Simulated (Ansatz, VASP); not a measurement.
**One calculation of Te, two programs**

```
Te
1.0
     0.00000    2.41900    2.41900
     2.41900    0.00000    2.41900
     2.41900    2.41900    0.00000
Te
1
Direct
  0.00000 0.00000 0.00000
```

Alike in both runs: functional r2SCAN; k mesh 20 × 20 × 20; occupations gaussian, width 0.1 eV; no spin polarisation.

Ansatz relaxed the structure, and its values are those at the end. VASP's run is a single point on that final structure, the one shown.

|  | VASP | Ansatz |
| --- | --- | --- |
| version | VASP 6.6.1 | Ansatz 0.2.0 |
| potentials or method | VASP PAW PBE potentials, release 64 (Te), cutoff 520 eV | scalar-relativistic, plane waves, PAW |
| valence electrons in the cell | 6 | 16 |

Ansatz gave:

| Property | Result |
| --- | --- |
| gap on the k mesh at the Fermi level (eV) | none |
| pressure (GPa) | 0.0 |

**Question.** What did VASP give for the same quantities?

**Answer.** gap on the k mesh at the Fermi level (eV): none; pressure (GPa): -0.1.

VASP's potentials were made for PBE, not for r2SCAN. A gap of «none» marks a metal or a gap that the smearing closes. With one functional, cell and mesh, what is left measures potentials, basis and numerics. VASP's potentials hold 6 valence electrons a cell and Ansatz's 16, so a difference there can come from the potentials and not from the codes.

Spin-orbit coupling is off throughout.
